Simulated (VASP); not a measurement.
# ZrB in VASP: further runs

ZrB is run at these levels: PBE; tasks: single point.

Everything below comes from runs of VASP 6.6.1. Logs are shortened: lines on timing, memory, paths and dates and some standing lists are left out, and cuts for length are marked.

**1. The cell of the first run**

It takes space group Fm-3m (No. 225, cubic). Conventional cell: a = 4.913 Å, b = 4.913 Å, c = 4.913 Å, α = 90.00°, β = 90.00°, γ = 90.00°. Within 3.2 Å of Zr (site symmetry m-3m) lie 6 B at 2.46 Å. Within 3.2 Å of B (site symmetry m-3m) lie 6 Zr at 2.46 Å.

**2. Single point, PBE**

Contents of INCAR:

```
SYSTEM = ZrB
ALGO = Normal
EDIFF = 1E-6
ENCUT = 520
GGA = PE
ISIF = 2
ISMEAR = 1
LASPH = .True.
LCHARG = .False.
LREAL = .False.
LWAVE = .False.
NBANDS = 14
NELM = 80
PREC = Accurate
SIGMA = 0.1
```

Contents of KPOINTS:

```
k-points
0
Gamma
  12 12 12
  0 0 0
```

Contents of POSCAR:

```
ZrB
1.0
    0.0000000000      2.4563210000      2.4563210000
    2.4563210000      0.0000000000      2.4563210000
    2.4563210000      2.4563210000      0.0000000000
Zr B
1 1
Direct
    0.5000000000      0.5000000000      0.5000000000
    0.0000000000      0.0000000000      0.0000000000
```

Potentials or basis: VASP PAW PBE potentials, release 64 (Zr_sv, B).

Launch:

```
cat potpaw_PBE.64/Zr_sv/POTCAR potpaw_PBE.64/B/POTCAR > POTCAR
mpirun -np 1 vasp_std > vasp.out
```

OUTCAR:

```text
SYSTEM = ZrB
   EDIFF = 1E-6
   ENCUT = 520
   GGA = PE
   ISIF = 2
   ISMEAR = 1
   LASPH = .True.
   LREAL = .False.
   NELM = 80
   PREC = Accurate

 ion  position               nearest neighbor table
   1  0.500  0.500  0.500-   2 2.46   2 2.46   2 2.46   2 2.46   2 2.46   2 2.46
   2  0.000  0.000  0.000-   1 2.46   1 2.46   1 2.46   1 2.46   1 2.46   1 2.46

  LATTYP: Found a face centered cubic cell.
 ALAT       =     4.9126420000

  Lattice vectors:

 A1 = (   0.0000000000,   2.4563210000,   2.4563210000)
 A2 = (   2.4563210000,   0.0000000000,   2.4563210000)
 A3 = (   2.4563210000,   2.4563210000,   0.0000000000)

Analysis of symmetry for initial positions (statically):
=====================================================================
 Subroutine PRICEL returns:
 Original cell was already a primitive cell.

 Routine SETGRP: Setting up the symmetry group for a
 face centered cubic supercell.

 Subroutine GETGRP returns: Found 48 space group operations
 (whereof 48 operations were pure point group operations)
 out of a pool of 48 trial point group operations.

The static configuration has the point symmetry O_h .

Analysis of symmetry for dynamics (positions and initial velocities):
=====================================================================
 Subroutine PRICEL returns:
 Original cell was already a primitive cell.

 Routine SETGRP: Setting up the symmetry group for a
 face centered cubic supercell.

 Subroutine GETGRP returns: Found 48 space group operations
 (whereof 48 operations were pure point group operations)
 out of a pool of 48 trial point group operations.

The dynamic configuration has the point symmetry O_h .

 Subroutine INISYM returns: Found 48 space group operations
 (whereof 48 operations are pure point group operations),
 and found     1 'primitive' translations

----------------------------------------------------------------------------------------

                                     Primitive cell

  volume of cell :      29.6405

  direct lattice vectors                    reciprocal lattice vectors
     0.000000000  2.456321000  2.456321000    -0.203556457  0.203556457  0.203556457
     2.456321000  0.000000000  2.456321000     0.203556457 -0.203556457  0.203556457
     2.456321000  2.456321000  0.000000000     0.203556457  0.203556457 -0.203556457

  length of vectors
     3.473762472  3.473762472  3.473762472     0.352570126  0.352570126  0.352570126

  position of ions in fractional coordinates (direct lattice)
[... 85 lines left out ...]
   ISIF   =      2    stress and relaxation
   ISYM   =      2    0-nonsym 1-usesym 2-fastsym
   POTIM  = 0.5000    time-step for ionic-motion
   TEBEG  =    0.0;   TEEND  =   0.0 temperature during run
   PSTRESS=    0.0 pullay stress
   NELECT =      15.0000    total number of electrons
   NUPDOWN=      -1.0000    fix difference up-down
   EMIN   =  10.00;   EMAX   =-10.00  energy-range for DOS
   EFERMI =   0.00;   METHOD = LEGACY
   ISMEAR =     1;   SIGMA  =   0.10  broadening in eV -4-tet -1-fermi 0-gaus
   EFERMI_NEDOS =   21; number of points for ismear=-14 and -15
   IALGO  =     38    algorithm
   IMIX   =      4    mixing-type and parameters
     AMIX     =   0.40;   BMIX     =  1.00
     AMIX_MAG =   1.60;   BMIX_MAG =  1.00
  volume/ion in A,a.u.               =      14.82       100.01
  Fermi-wavevector in a.u.,A,eV,Ry     =   1.304598  2.465333 23.156798  1.701977
  Thomas-Fermi vector in A             =   2.435523
   LORBIT       =      0    0 simple, 1 ext, 2 COOP (PROOUT), +10 PAW based schemes
   GGA     = PE    functional components
   LHFCALC =     F    Hartree Fock is set to
   AEXX    =    0.0000 exact exchange contribution
   IVDW    =     0    specifies the selected vdW correction
   LEPSILON=     F    determine dielectric tensor
   LRPA    =     F    only Hartree local field effects (RPA)
 non-spin polarized calculation
 Methfessel and Paxton  Order N= 1 SIGMA  =   0.10
  energy-cutoff  :      520.00
  volume of cell :       29.64
 maximum number of plane-waves:       821
 NGX is ok and might be reduce to    28
   NGX = 13   NGY = 13   NGZ = 13

 number of electron      15.0000000 magnetization

 Free energy of the ion-electron system (eV)
  ---------------------------------------------------
  ext. energy  EPLUGINS =         0.00000000
  ---------------------------------------------------
  free energy    TOTEN  =       -16.00759703 eV

  energy without entropy =      -16.00805364  energy(sigma->0) =      -16.00774923

 E-fermi :   7.3894     XC(G=0): -11.4517

 val. band max:        7.3685776680   @ k =   0.5000   0.2500   0.0000
 cond. band min:       7.3928902059   @ k =   0.2500   0.0833   0.0000
 fundamental gap:      0.0243125379
 Fermi energy:         7.3893689887

 k-point     1 :       0.0000    0.0000    0.0000
  band No.  band energies     occupation
      1     -40.1080      2.00000
      2     -17.9352      2.00000
      3     -17.9352      2.00000
      4     -17.9352      2.00000
      5      -0.6245      2.00000
      6       9.1403     -0.00000
      7       9.1403     -0.00000
      8       9.1403     -0.00000
      9      10.5212      0.00000
     10      10.5212      0.00000
     11      10.8150      0.00000
     12      10.8150      0.00000
     13      10.8150      0.00000
     14      18.3239      0.00000
[... 377 lines left out ...]
      1     -40.0460      2.00000
      2     -18.4118      2.00000
      3     -18.0889      2.00000
      4     -18.0109      2.00000
      5       2.7594      2.00000
      6       4.2216      2.00000
      7       6.3885      2.00000
      8       6.5426      2.00000
      9      11.8283      0.00000
     10      11.9401      0.00000
     11      13.0227      0.00000
     12      16.2755      0.00000
     13      17.0830      0.00000
     14      17.7215      0.00000

 [... further k-points ...]
[... 5 lines left out ...]
  --------------------------------------------------------------------------------------
  -------------------------------------------------------------------------------------
  Total       -0.1319972     -0.1319972     -0.1319972     -0.0000000      0.0000000     -0.0000000
  in kB       -7.1349338     -7.1349338     -7.1349338     -0.0000000      0.0000000     -0.0000000
  external PRESSURE =      -7.1349338 kB  Pullay stress =       0.0000000 kB

 VOLUME and BASIS-vectors are now :
 -----------------------------------------------------------------------------
  energy-cutoff  :      520.00
  volume of cell :       29.64
      direct lattice vectors                 reciprocal lattice vectors
     0.000000000  2.456321000  2.456321000    -0.203556457  0.203556457  0.203556457
     2.456321000  0.000000000  2.456321000     0.203556457 -0.203556457  0.203556457
     2.456321000  2.456321000  0.000000000     0.203556457  0.203556457 -0.203556457

 POSITION                                       TOTAL-FORCE (eV/Angst)
 -----------------------------------------------------------------------------------
      2.45632      2.45632      2.45632        -0.000000     -0.000000      0.000000
      0.00000      0.00000      0.00000         0.000000      0.000000     -0.000000
 -----------------------------------------------------------------------------------
    total drift:                                0.000000      0.000000      0.000000

  FREE ENERGIE OF THE ION-ELECTRON SYSTEM (eV)
  ---------------------------------------------------
  free  energy   TOTEN  =       -16.0075970252 eV

  energy  without entropy=      -16.0080536372  energy(sigma->0) =      -16.00774923
```

stdout:

```text
POSCAR found type information on POSCAR ZrB
 POSCAR found :  2 types and       2 ions
 scaLAPACK will be used
 LDA part: xc-table for (Slater+PW92), standard interpolation
 POSCAR, INCAR and KPOINTS ok, starting setup
 FFT: planning ... GRIDC
 FFT: planning ... GRID_SOFT
 FFT: planning ... GRID
 WAVECAR not read
 entering main loop
```

Wall time 50 s (1 thread of Intel Xeon 8259CL, shared host); peak memory 0.18 GiB.

What came out:

* Free energy: -16.0076 eV
* Pressure: -0.7 GPa
* Band gap on the k mesh: zero (an odd number of electrons rules out a gap without spin polarisation)

**3. Single point, PBE**

Contents of INCAR:

```
SYSTEM = ZrB
  PREC = Accurate
  ENCUT = 520
  EDIFF = 1E-6
  ISMEAR = 1
  SIGMA = 0.1
  LREAL = .False.
  LASPH = .True.
  NELM = 100
  ALGO = Normal
  ISIF = 2
  LWAVE = .False.
  LCHARG = .False.
  GGA = PE
  NBANDS = 14
```

Contents of KPOINTS:

```
regular mesh
0
Gamma
  12 12 12
  0 0 0
```

Contents of POSCAR:

```
ZrB
1.0
    0.0000000000      2.4194761850      2.5317024402
    2.4194761850      0.0000000000      2.5317024402
    2.4194761850      2.4194761850      0.0000000000
Zr B
1 1
Direct
    0.5000000000      0.5000000000      0.5000000000
    0.0000000000      0.0000000000      0.0000000000
```

Potentials or basis: VASP PAW PBE potentials, release 64 (Zr_sv, B).

Launch:

```
cat potpaw_PBE.64/Zr_sv/POTCAR potpaw_PBE.64/B/POTCAR > POTCAR
mpirun -np 1 vasp_std > vasp.out
```

OUTCAR:

```text
SYSTEM = ZrB
   PREC = Accurate
   ENCUT = 520
   EDIFF = 1E-6
   ISMEAR = 1
   LREAL = .False.
   LASPH = .True.
   NELM = 100
   ISIF = 2
   GGA = PE

 ion  position               nearest neighbor table
   1  0.500  0.500  0.500-   2 2.42   2 2.42   2 2.42   2 2.42   2 2.53   2 2.53
   2  0.000  0.000  0.000-   1 2.42   1 2.42   1 2.42   1 2.42   1 2.53   1 2.53

  LATTYP: Found a body centered tetragonal cell.
 ALAT       =     3.4216560347
 C/A-ratio  =     1.4798111877

  Lattice vectors:

 A1 = (  -2.4194761850,   0.0000000000,   2.5317024402)
 A2 = (   2.4194761850,   0.0000000000,   2.5317024402)
 A3 = (   0.0000000000,   2.4194761850,  -2.5317024402)

Analysis of symmetry for initial positions (statically):
=====================================================================
 Subroutine PRICEL returns:
 Original cell was already a primitive cell.

 Routine SETGRP: Setting up the symmetry group for a
 body centered tetragonal supercell.

 Subroutine GETGRP returns: Found 16 space group operations
 (whereof 16 operations were pure point group operations)
 out of a pool of 16 trial point group operations.

The static configuration has the point symmetry D_4h.

Analysis of symmetry for dynamics (positions and initial velocities):
=====================================================================
 Subroutine PRICEL returns:
 Original cell was already a primitive cell.

 Routine SETGRP: Setting up the symmetry group for a
 body centered tetragonal supercell.

 Subroutine GETGRP returns: Found 16 space group operations
 (whereof 16 operations were pure point group operations)
 out of a pool of 16 trial point group operations.

The dynamic configuration has the point symmetry D_4h.

 Subroutine INISYM returns: Found 16 space group operations
 (whereof 16 operations are pure point group operations),
 and found     1 'primitive' translations

----------------------------------------------------------------------------------------

                                     Primitive cell

  volume of cell :      29.6405

  direct lattice vectors                    reciprocal lattice vectors
     0.000000000  2.419476185  2.531702440    -0.206656302  0.206656302  0.197495563
     2.419476185  0.000000000  2.531702440     0.206656302 -0.206656302  0.197495563
     2.419476185  2.419476185  0.000000000     0.206656302  0.206656302 -0.197495563

  length of vectors
     3.501911229  3.501911229  3.421656035     0.352729573  0.352729573  0.352729573

  position of ions in fractional coordinates (direct lattice)
     0.500000000  0.500000000  0.500000000
     0.000000000  0.000000000  0.000000000

  ion indices of the primitive-cell ions
   primitive index   ion index
                 1           1
                 2           2

----------------------------------------------------------------------------------------

 KPOINTS: regular mesh

Automatic generation of k-mesh.
 Grid dimensions read from file:
 generate k-points for:   12   12   12

 Generating k-lattice:

  Cartesian coordinates                     Fractional coordinates (reciprocal lattice)
    -0.017221358  0.017221358  0.016457964     0.083333333  0.000000000  0.000000000
     0.017221358 -0.017221358  0.016457964     0.000000000  0.083333333  0.000000000
     0.017221358  0.017221358 -0.016457964     0.000000000  0.000000000  0.083333333

  Length of vectors
     0.029394131  0.029394131  0.029394131

  Shift w.r.t. Gamma in fractional coordinates (k-lattice)
     0.000000000  0.000000000  0.000000000

 Subroutine IBZKPT returns following result:
 ===========================================

 Found    163 irreducible k-points:

 Following reciprocal coordinates:
            Coordinates               Weight
  0.000000  0.000000  0.000000      1.000000
  0.083333  0.000000  0.000000      8.000000
  0.166667  0.000000  0.000000      8.000000
  0.250000  0.000000  0.000000      8.000000
  0.333333  0.000000  0.000000      8.000000
  0.416667  0.000000  0.000000      8.000000
[... 16 lines left out ...]
  0.500000  0.166667  0.000000      8.000000
 -0.416667  0.166667  0.000000      8.000000
 [... further k-points ...]
   k-points           NKPTS =    163   k-points in BZ     NKDIM =    163   number of bands    NBANDS=     14
   number of dos      NEDOS =    301   number of ions     NIONS =      2
   total plane-waves  NPLWV =  21952
   dimension x,y,z NGX =    28 NGY =   28 NGZ =   28
   dimension x,y,z NGXF=    56 NGYF=   56 NGZF=   56
   ions per type =               1   1
   NGX,Y,Z   is equivalent  to a cutoff of  13.29, 13.29, 13.60 a.u.
   NGXF,Y,Z  is equivalent  to a cutoff of  26.58, 26.58, 27.21 a.u.
 SYSTEM =  ZrB
   PREC   = accura    normal or accurate (medium, high low for compatibility)
   ISTART =      0    job   : 0-new  1-cont  2-samecut
   ICHARG =      2    charge: 1-file 2-atom 10-const
   ISPIN  =      1    spin polarized calculation?
   LNONCOLLINEAR =      F non collinear calculations
   LSORBIT =      F    spin-orbit coupling
   LASPH  =      T    aspherical Exc in radial PAW
   ENCUT  =  520.0 eV  38.22 Ry    6.18 a.u.   6.51  6.51  6.36*2*pi/ulx,y,z
   NELM   =    100;   NELMIN=  2; NELMDL= -5     # of ELM steps
   EDIFF  = 0.1E-05   stopping-criterion for ELM
   LREAL  =      F    real-space projection
   EDIFFG = 0.1E-04   stopping-criterion for IOM
   NSW    =      0    number of steps for IOM
   IBRION =     -1    ionic relax: 0-MD 1-quasi-New 2-CG
   NFREE  =      0    steps in history (QN), initial steepest desc. (CG)
   ISIF   =      2    stress and relaxation
   ISYM   =      2    0-nonsym 1-usesym 2-fastsym
   POTIM  = 0.5000    time-step for ionic-motion
   TEBEG  =    0.0;   TEEND  =   0.0 temperature during run
   PSTRESS=    0.0 pullay stress
   NELECT =      15.0000    total number of electrons
   NUPDOWN=      -1.0000    fix difference up-down
   EMIN   =  10.00;   EMAX   =-10.00  energy-range for DOS
   EFERMI =   0.00;   METHOD = LEGACY
   ISMEAR =     1;   SIGMA  =   0.10  broadening in eV -4-tet -1-fermi 0-gaus
   EFERMI_NEDOS =   21; number of points for ismear=-14 and -15
   IALGO  =     38    algorithm
   IMIX   =      4    mixing-type and parameters
     AMIX     =   0.40;   BMIX     =  1.00
     AMIX_MAG =   1.60;   BMIX_MAG =  1.00
  volume/ion in A,a.u.               =      14.82       100.01
  Fermi-wavevector in a.u.,A,eV,Ry     =   1.304598  2.465333 23.156798  1.701977
  Thomas-Fermi vector in A             =   2.435523
   LORBIT       =      0    0 simple, 1 ext, 2 COOP (PROOUT), +10 PAW based schemes
   GGA     = PE    functional components
   LHFCALC =     F    Hartree Fock is set to
   AEXX    =    0.0000 exact exchange contribution
   IVDW    =     0    specifies the selected vdW correction
   LEPSILON=     F    determine dielectric tensor
   LRPA    =     F    only Hartree local field effects (RPA)
 non-spin polarized calculation
 Methfessel and Paxton  Order N= 1 SIGMA  =   0.10
  energy-cutoff  :      520.00
  volume of cell :       29.64
 maximum number of plane-waves:       815
 NGX is ok and might be reduce to    28
   NGX = 13   NGY = 13   NGZ = 13

 number of electron      15.0000000 magnetization

 Free energy of the ion-electron system (eV)
  ---------------------------------------------------
  ext. energy  EPLUGINS =         0.00000000
  ---------------------------------------------------
  free energy    TOTEN  =       -15.97075152 eV

  energy without entropy =      -15.97034591  energy(sigma->0) =      -15.97061632

 E-fermi :   7.3918     XC(G=0): -11.4483

 val. band max:        7.3746816320   @ k =  -0.4167   0.0833   0.3333
 cond. band min:       7.3936637541   @ k =  -0.1667   0.1667   0.0833
 fundamental gap:      0.0189821221
 Fermi energy:         7.3917540337

 k-point     1 :       0.0000    0.0000    0.0000
  band No.  band energies     occupation
      1     -40.1041      2.00000
      2     -17.9484      2.00000
      3     -17.9253      2.00000
      4     -17.9253      2.00000
      5      -0.6239      2.00000
      6       8.8604     -0.00000
      7       9.2912     -0.00000
      8       9.2912     -0.00000
      9      10.2596      0.00000
     10      10.6795      0.00000
     11      10.7251      0.00000
     12      10.8861      0.00000
     13      10.8861      0.00000
     14      18.0833      0.00000
[... 375 lines left out ...]
 k-point    24 :      -0.4167    0.1667    0.0000
  band No.  band energies     occupation
      1     -40.0428      2.00000
      2     -18.4131      2.00000
      3     -18.1057      2.00000
      4     -17.9798      2.00000
      5       2.8519      2.00000
      6       4.1702      2.00000
      7       6.2172      2.00000
      8       6.5426      2.00000
      9      11.9362      0.00000
     10      12.0265      0.00000
     11      13.1056      0.00000
     12      15.8217      0.00000
     13      17.0432      0.00000
     14      18.1333      0.00000

 [... further k-points ...]
[... 5 lines left out ...]
  --------------------------------------------------------------------------------------
  -------------------------------------------------------------------------------------
  Total        0.7631485      0.7631485     -1.6330359      0.0000000      0.0000000      0.0000000
  in kB       41.2509825     41.2509825    -88.2715889      0.0000000      0.0000000      0.0000000
  external PRESSURE =      -1.9232080 kB  Pullay stress =       0.0000000 kB

 VOLUME and BASIS-vectors are now :
 -----------------------------------------------------------------------------
  energy-cutoff  :      520.00
  volume of cell :       29.64
      direct lattice vectors                 reciprocal lattice vectors
     0.000000000  2.419476185  2.531702440    -0.206656302  0.206656302  0.197495563
     2.419476185  0.000000000  2.531702440     0.206656302 -0.206656302  0.197495563
     2.419476185  2.419476185  0.000000000     0.206656302  0.206656302 -0.197495563

 POSITION                                       TOTAL-FORCE (eV/Angst)
 -----------------------------------------------------------------------------------
      2.41948      2.41948      2.53170         0.000000      0.000000      0.000000
      0.00000      0.00000      0.00000        -0.000000     -0.000000      0.000000
 -----------------------------------------------------------------------------------
    total drift:                                0.000000      0.000000      0.000000

  FREE ENERGIE OF THE ION-ELECTRON SYSTEM (eV)
  ---------------------------------------------------
  free  energy   TOTEN  =       -15.9707515221 eV

  energy  without entropy=      -15.9703459101  energy(sigma->0) =      -15.97061632
```

Wall time 96 s (1 thread of Intel Xeon 8259CL, shared host); peak memory 0.21 GiB.

What came out:

```
Free energy            : -15.9708 eV
Pressure               : -0.2 GPa
Band gap on the k mesh : zero (an odd number of electrons rules out a gap without spin polarisation)
```

Levels at points of the mesh, in eV from the Fermi level:
```tsv
k point	band 5	band 6	band 7	band 8	band 9	band 10	band 11	band 12
(0.00, 0.00, 0.00)	-8.02	1.47	1.90	1.90	2.87	3.29	3.33	3.49
(0.50, 0.00, 0.00)	-4.17	-3.78	-1.21	-1.10	4.67	4.92	6.08	7.45
(0.50, 0.50, 0.00)	-6.13	-1.08	-0.72	2.24	2.24	4.50	5.68	5.68
(0.50, 0.00, 0.50)	-6.07	-0.76	-0.63	1.90	2.01	4.51	5.48	5.89
```
